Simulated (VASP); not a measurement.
# AlRu (Pm-3m) in VASP: single point with LDA

Aim: the single point of AlRu with LDA.

All numbers are computed with VASP 6.6.1; they aren't measurements. Logs are shortened: lines on timing, memory, paths and dates and some standing lists are left out, and cuts for length are marked.

## Step 1: The cell of the first run

It takes space group Pm-3m (No. 221, cubic). The conventional cell has a = 2.992 Å, b = 2.992 Å, c = 2.992 Å, α = 90.00°, β = 90.00°, γ = 90.00°. Al (site symmetry m-3m) has 8 Ru at 2.59 Å and 6 Al at 2.99 Å within 3.4 Å. Within 3.4 Å of Ru (site symmetry m-3m) lie 8 Al at 2.59 Å and 6 Ru at 2.99 Å.

## Step 2: Single point, LDA

Input file INCAR:

```
SYSTEM = AlRu
PREC     = Accurate       ! precision mode
ENCUT    = 520            ! plane-wave cutoff, eV
EDIFF    = 1E-6           ! SCF threshold, eV
ISMEAR   = 0              ! smearing method
SIGMA    = 0.15           ! smearing width, eV
LREAL    = .FALSE.        ! projectors in reciprocal space
LASPH    = .TRUE.         ! aspherical terms in the spheres
NELM     = 80             ! most SCF steps
ALGO     = Fast           ! electronic algorithm
ISIF     = 2              ! what is computed and relaxed
LWAVE    = .FALSE.        ! write WAVECAR
LCHARG   = .FALSE.        ! write CHGCAR
GGA      = CA             ! functional
NBANDS   = 16             ! bands
```

Input file KPOINTS:

```
Automatic mesh
0
G
  16 16 16
  0 0 0
```

Input file POSCAR:

```
AlRu
1.0
    2.9916000000      0.0000000000      0.0000000000
    0.0000000000      2.9916000000      0.0000000000
    0.0000000000      0.0000000000      2.9916000000
Al Ru
1 1
Direct
    0.0000000000      0.0000000000      0.0000000000
    0.5000000000      0.5000000000      0.5000000000
```

Potentials or basis: VASP PAW LDA potentials, release 64 (Al, Ru_pv).

Started as:

```bash
$ cat potpaw_LDA.64/Al/POTCAR potpaw_LDA.64/Ru_pv/POTCAR > POTCAR
$ mpirun -np 1 vasp_std > vasp.out
```

OUTCAR:

```text
SYSTEM = AlRu
   PREC = Accurate
   ENCUT = 520
   EDIFF = 1E-6
   ISMEAR = 0
   LREAL = .FALSE.
   LASPH = .TRUE.
   NELM = 80
   ISIF = 2
   GGA = CA

 ion  position               nearest neighbor table
   1  0.000  0.000  0.000-   2 2.59   2 2.59   2 2.59   2 2.59   2 2.59   2 2.59   2 2.59   2 2.59

   2  0.500  0.500  0.500-   1 2.59   1 2.59   1 2.59   1 2.59   1 2.59   1 2.59   1 2.59   1 2.59

  LATTYP: Found a simple cubic cell.
 ALAT       =     2.9916000000

  Lattice vectors:

 A1 = (   2.9916000000,   0.0000000000,   0.0000000000)
 A2 = (   0.0000000000,   2.9916000000,   0.0000000000)
 A3 = (   0.0000000000,   0.0000000000,   2.9916000000)

Analysis of symmetry for initial positions (statically):
=====================================================================
 Subroutine PRICEL returns:
 Original cell was already a primitive cell.

 Routine SETGRP: Setting up the symmetry group for a
 simple cubic supercell.

 Subroutine GETGRP returns: Found 48 space group operations
 (whereof 48 operations were pure point group operations)
 out of a pool of 48 trial point group operations.

The static configuration has the point symmetry O_h .

Analysis of symmetry for dynamics (positions and initial velocities):
=====================================================================
 Subroutine PRICEL returns:
 Original cell was already a primitive cell.

 Routine SETGRP: Setting up the symmetry group for a
 simple cubic supercell.

 Subroutine GETGRP returns: Found 48 space group operations
 (whereof 48 operations were pure point group operations)
 out of a pool of 48 trial point group operations.

The dynamic configuration has the point symmetry O_h .

 Subroutine INISYM returns: Found 48 space group operations
 (whereof 48 operations are pure point group operations),
 and found     1 'primitive' translations

----------------------------------------------------------------------------------------

                                     Primitive cell

  volume of cell :      26.7738

  direct lattice vectors                    reciprocal lattice vectors
     2.991600000  0.000000000  0.000000000     0.334269287  0.000000000  0.000000000
     0.000000000  2.991600000  0.000000000     0.000000000  0.334269287  0.000000000
     0.000000000  0.000000000  2.991600000     0.000000000  0.000000000  0.334269287

  length of vectors
     2.991600000  2.991600000  2.991600000     0.334269287  0.334269287  0.334269287

  position of ions in fractional coordinates (direct lattice)
     0.000000000  0.000000000  0.000000000
     0.500000000  0.500000000  0.500000000

  ion indices of the primitive-cell ions
   primitive index   ion index
                 1           1
                 2           2

----------------------------------------------------------------------------------------

 KPOINTS: Automatic mesh

Automatic generation of k-mesh.
 Grid dimensions read from file:
 generate k-points for:   16   16   16

 Generating k-lattice:

  Cartesian coordinates                     Fractional coordinates (reciprocal lattice)
     0.020891830  0.000000000  0.000000000     0.062500000  0.000000000  0.000000000
     0.000000000  0.020891830  0.000000000     0.000000000  0.062500000  0.000000000
     0.000000000  0.000000000  0.020891830     0.000000000  0.000000000  0.062500000

  Length of vectors
     0.020891830  0.020891830  0.020891830

  Shift w.r.t. Gamma in fractional coordinates (k-lattice)
     0.000000000  0.000000000  0.000000000

 Subroutine IBZKPT returns following result:
 ===========================================

 Found    165 irreducible k-points:

 Following reciprocal coordinates:
            Coordinates               Weight
  0.000000  0.000000  0.000000      1.000000
  0.062500  0.000000  0.000000      6.000000
  0.125000  0.000000  0.000000      6.000000
  0.187500  0.000000  0.000000      6.000000
  0.250000  0.000000  0.000000      6.000000
  0.312500  0.000000  0.000000      6.000000
[... 16 lines left out ...]
  0.437500  0.125000  0.000000     24.000000
  0.500000  0.125000  0.000000     12.000000
 [... further k-points ...]
   k-points           NKPTS =    165   k-points in BZ     NKDIM =    165   number of bands    NBANDS=     16
   number of dos      NEDOS =    301   number of ions     NIONS =      2
   total plane-waves  NPLWV =  13824
   dimension x,y,z NGX =    24 NGY =   24 NGZ =   24
   dimension x,y,z NGXF=    48 NGYF=   48 NGZF=   48
   ions per type =               1   1
   NGX,Y,Z   is equivalent  to a cutoff of  13.34, 13.34, 13.34 a.u.
   NGXF,Y,Z  is equivalent  to a cutoff of  26.67, 26.67, 26.67 a.u.
 SYSTEM =  AlRu
   PREC   = accura    normal or accurate (medium, high low for compatibility)
   ISTART =      0    job   : 0-new  1-cont  2-samecut
   ICHARG =      2    charge: 1-file 2-atom 10-const
   ISPIN  =      1    spin polarized calculation?
   LNONCOLLINEAR =      F non collinear calculations
   LSORBIT =      F    spin-orbit coupling
   LASPH  =      T    aspherical Exc in radial PAW
   ENCUT  =  520.0 eV  38.22 Ry    6.18 a.u.   5.56  5.56  5.56*2*pi/ulx,y,z
   NELM   =     80;   NELMIN=  2; NELMDL= -5     # of ELM steps
   EDIFF  = 0.1E-05   stopping-criterion for ELM
   LREAL  =      F    real-space projection
   EDIFFG = 0.1E-04   stopping-criterion for IOM
   NSW    =      0    number of steps for IOM
   IBRION =     -1    ionic relax: 0-MD 1-quasi-New 2-CG
   NFREE  =      0    steps in history (QN), initial steepest desc. (CG)
   ISIF   =      2    stress and relaxation
   ISYM   =      2    0-nonsym 1-usesym 2-fastsym
   POTIM  = 0.5000    time-step for ionic-motion
   TEBEG  =    0.0;   TEEND  =   0.0 temperature during run
   PSTRESS=    0.0 pullay stress
   NELECT =      17.0000    total number of electrons
   NUPDOWN=      -1.0000    fix difference up-down
   EMIN   =  10.00;   EMAX   =-10.00  energy-range for DOS
   EFERMI =   0.00;   METHOD = LEGACY
   ISMEAR =     0;   SIGMA  =   0.15  broadening in eV -4-tet -1-fermi 0-gaus
   EFERMI_NEDOS =   21; number of points for ismear=-14 and -15
   IALGO  =     68    algorithm
   IMIX   =      4    mixing-type and parameters
     AMIX     =   0.40;   BMIX     =  1.00
     AMIX_MAG =   1.60;   BMIX_MAG =  1.00
  volume/ion in A,a.u.               =      13.39        90.34
  Fermi-wavevector in a.u.,A,eV,Ry     =   1.407087  2.659009 26.938090  1.979894
  Thomas-Fermi vector in A             =   2.529382
   LORBIT       =      0    0 simple, 1 ext, 2 COOP (PROOUT), +10 PAW based schemes
   GGA     = CA    functional components
   LHFCALC =     F    Hartree Fock is set to
   AEXX    =    0.0000 exact exchange contribution
   IVDW    =     0    specifies the selected vdW correction
   LEPSILON=     F    determine dielectric tensor
   LRPA    =     F    only Hartree local field effects (RPA)
 non-spin polarized calculation
 RMM-DIIS sequential band-by-band and
 Gauss-broadening in eV      SIGMA  =   0.15
  energy-cutoff  :      520.00
  volume of cell :       26.77
 maximum number of plane-waves:       739
 NGX is ok and might be reduce to    24
   NGX = 11   NGY = 11   NGZ = 11

 number of electron      16.9999995 magnetization

 Free energy of the ion-electron system (eV)
  ---------------------------------------------------
  ext. energy  EPLUGINS =         0.00000000
  ---------------------------------------------------
  free energy    TOTEN  =       -16.16738673 eV

  energy without entropy =      -16.14826812  energy(sigma->0) =      -16.15782743

 E-fermi :  10.5312     XC(G=0): -12.7928

 val. band max:       10.5234766800   @ k =   0.2500   0.1250   0.0000
 cond. band min:      10.5341064530   @ k =   0.4375   0.4375   0.1250
 fundamental gap:      0.0106297730
 Fermi energy:        10.5312122241

 k-point     1 :       0.0000    0.0000    0.0000
  band No.  band energies     occupation
      1     -31.0546      2.00000
      2     -31.0546      2.00000
      3     -31.0546      2.00000
      4       0.8539      2.00000
      5       6.9200      2.00000
      6       6.9200      2.00000
[... 8 lines left out ...]
     15      22.1896      0.00000
     16      25.4150      0.00000

 k-point     2 :       0.0625    0.0000    0.0000
  band No.  band energies     occupation
      1     -31.0628      2.00000
      2     -31.0539      2.00000
      3     -31.0539      2.00000
      4       0.9292      2.00000
      5       6.9463      2.00000
      6       6.9476      2.00000
[... 8 lines left out ...]
     15      22.1899      0.00000
     16      25.6506      0.00000

 k-point     3 :       0.1250    0.0000    0.0000
  band No.  band energies     occupation
      1     -31.0862      2.00000
      2     -31.0519      2.00000
      3     -31.0519      2.00000
      4       1.1522      2.00000
      5       7.0142      2.00000
      6       7.0223      2.00000
[... 8 lines left out ...]
     15      22.4361      0.00000
     16      26.3974      0.00000

 k-point     4 :       0.1875    0.0000    0.0000
  band No.  band energies     occupation
      1     -31.1211      2.00000
      2     -31.0490      2.00000
      3     -31.0490      2.00000
      4       1.5151      2.00000
      5       7.0689      2.00000
      6       7.1402      2.00000
[... 8 lines left out ...]
     15      22.9370      0.00000
     16      27.6483      0.00000
[... 324 lines left out ...]
 k-point    22 :       0.3750    0.1250    0.0000
  band No.  band energies     occupation
      1     -31.2332      2.00000
      2     -31.0695      2.00000
      3     -31.0364      2.00000
      4       3.5176      2.00000
      5       6.3674      2.00000
      6       7.7184      2.00000
[... 8 lines left out ...]
     15      23.4233      0.00000
     16      24.5378      0.00000

 k-point    23 :       0.4375    0.1250    0.0000
  band No.  band energies     occupation
      1     -31.2559      2.00000
      2     -31.0674      2.00000
      3     -31.0344      2.00000
      4       4.2408      2.00000
      5       5.7181      2.00000
      6       7.8327      2.00000
[... 8 lines left out ...]
     15      22.4422      0.00000
     16      23.5381      0.00000

 k-point    24 :       0.5000    0.1250    0.0000
  band No.  band energies     occupation
      1     -31.2638      2.00000
      2     -31.0667      2.00000
      3     -31.0337      2.00000
      4       4.9823      2.00000
      5       4.9960      2.00000
      6       7.8768      2.00000
[... 8 lines left out ...]
     15      22.2365      0.00000
     16      22.8097      0.00000

 [... further k-points ...]
[... 5 lines left out ...]
  --------------------------------------------------------------------------------------
  -------------------------------------------------------------------------------------
  Total       -1.2763860     -1.2763860     -1.2763860      0.0000000     -0.0000000     -0.0000000
  in kB      -76.3804224    -76.3804224    -76.3804224      0.0000000     -0.0000000     -0.0000000
  external PRESSURE =     -76.3804224 kB  Pullay stress =       0.0000000 kB

 VOLUME and BASIS-vectors are now :
 -----------------------------------------------------------------------------
  energy-cutoff  :      520.00
  volume of cell :       26.77
      direct lattice vectors                 reciprocal lattice vectors
     2.991600000  0.000000000  0.000000000     0.334269287  0.000000000  0.000000000
     0.000000000  2.991600000  0.000000000     0.000000000  0.334269287  0.000000000
     0.000000000  0.000000000  2.991600000     0.000000000  0.000000000  0.334269287

 POSITION                                       TOTAL-FORCE (eV/Angst)
 -----------------------------------------------------------------------------------
      0.00000      0.00000      0.00000         0.000000      0.000000      0.000000
      1.49580      1.49580      1.49580         0.000000      0.000000      0.000000
 -----------------------------------------------------------------------------------
    total drift:                                0.000000     -0.000000     -0.000000

  FREE ENERGIE OF THE ION-ELECTRON SYSTEM (eV)
  ---------------------------------------------------
  free  energy   TOTEN  =       -16.1673867300 eV

  energy  without entropy=      -16.1482681233  energy(sigma->0) =      -16.15782743
```

Wall time 69 s (1 thread of AMD EPYC 7R13, shared host); peak memory 0.15 GiB.

What came out:

```yaml
Free_energy: -16.1674 eV
Pressure: -7.6 GPa
```

Levels at points of the mesh, in eV from the Fermi level:
```csv
k point,band 5,band 6,band 7,band 8,band 9,band 10,band 11,band 12,band 13,band 14
"(0.00, 0.00, 0.00)",-3.61,-3.61,0.17,0.17,0.17,6.01,6.01,6.01,11.02,11.02
"(0.50, 0.00, 0.00)",-5.48,-2.82,-1.62,-1.62,0.43,2.25,7.48,10.97,10.97,12.63
"(0.50, 0.50, 0.00)",-3.11,-1.36,-1.36,-1.18,-1.18,1.49,5.24,6.21,10.45,11.66
"(0.50, 0.50, 0.50)",-4.64,-4.64,1.59,1.59,2.46,4.11,4.11,4.11,8.56,8.56
```
